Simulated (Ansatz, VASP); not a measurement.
One calculation of ZrZn, two programs

```
CELL_PARAMETERS angstrom
3.26790 0.00000 0.00000
0.00000 3.26790 0.00000
0.00000 0.00000 3.26790
ATOMIC_POSITIONS crystal
Zr 0.50000 0.50000 0.50000
Zn 0.00000 0.00000 0.00000
```

Change from the starting cell: volume scaled by 0.94, crystal datasets.

Alike in both runs: task electric field gradients; functional PBEsol; k mesh 10 × 10 × 10; occupations fermi-dirac, width 0.08 eV; no spin polarisation.

|  | VASP | Ansatz |
| --- | --- | --- |
| version | VASP 6.6.1 | Ansatz 0.2.0 |
| potentials or method | VASP PAW PBE potentials, release 64 (Zr_sv, Zn), cutoff 520 eV | all-electron PAW with datasets made for the crystal, scalar-relativistic |

```csv
,VASP,Ansatz,Ansatz less VASP
pressure (GPa),3.0,2.8,-0.24
```

VASP's potentials were made for PBE, not for PBEsol. Ansatz ran all-electron here, and VASP with PAW potentials.
